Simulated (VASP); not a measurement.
Write the native input for VASP 6.6.1 that does the following.

| Property | Result |
| --- | --- |
| Task | relaxation of cell and atoms |
| Functional | LDA |
| Potentials or basis | VASP PAW LDA potentials, release 64 (Sb) |
| Cutoff | 500 eV |
| k mesh | 6 × 6 × 6 |
| Occupations | fermi-dirac, width 0.1 eV |
| Spin | no spin polarisation |
| Dipole correction | no |
| Further INCAR settings | ALGO = Normal; EDIFF = 1e-07; IBRION = 2; EDIFFG = -0.01; NSW = 60; ISIF = 3 |

The structure of Sb lies in POSCAR:

```
Sb
1.0
    2.1542000000      1.2437280000      3.7580000000
   -2.1542000000      1.2437280000      3.7580000000
    0.0000000000     -2.4874560000      3.7580000000
Sb
2
Direct
    0.2334900000      0.2334900000      0.2334900000
    0.7665100000      0.7665100000      0.7665100000
```

These files were run (other wordings do the same):

INCAR

```
PREC     = Accurate       # precision mode
ENCUT    = 500            # plane-wave cutoff, eV
EDIFF    = 1E-7           # SCF threshold, eV
ISMEAR   = -1             # smearing method
SIGMA    = 0.1            # smearing width, eV
LREAL    = F              # projectors in reciprocal space
LASPH    = T              # aspherical terms in the spheres
NELM     = 120            # most SCF steps
ALGO     = Normal         # electronic algorithm
ISIF     = 3              # what is computed and relaxed
LWAVE    = F              # write WAVECAR
LCHARG   = F              # write CHGCAR
GGA      = CA             # functional
IBRION   = 2              # ionic algorithm
NSW      = 60             # ionic steps
EDIFFG   = -0.01          # ionic threshold
GGA_COMPAT= F            
NELMIN   = 4
```

KPOINTS

```
regular mesh
0
Gamma
  6 6 6
```

Potentials or basis: VASP PAW LDA potentials, release 64 (Sb).

The run is started by

```console
$ cat potpaw_LDA.64/Sb/POTCAR > POTCAR
$ mpirun -np 1 vasp_std > vasp.out
```

It gave:

- Relaxed volume: 29.51 Å³/atom
- Relaxed cell: a = 4.453 Å, b = 4.453 Å, c = 4.453 Å, α = 57.63°, β = 57.63°, γ = 57.63°
- Space group after relaxing (to 0.05 Å): R-3m (No. 166)
- Energy gained by relaxing: 2.1 meV/atom
- Ionic steps: 6
- Pressure after relaxing: 0.0 GPa
- Largest force after relaxing: 0.005 eV/Å
- Band gap on the k mesh: zero (band 5 reaches 7.49 eV, above the bottom of band 6 at 7.21 eV)

Caveat: spin-orbit coupling is left out, which moves the levels of the heavy elements.

It took 55 s on 1 thread of Intel(R) Xeon(R) Platinum 8259CL CPU @ 2.50GHz (Skylake/Cascade Lake), on a shared host, peak memory 0.17 GiB.
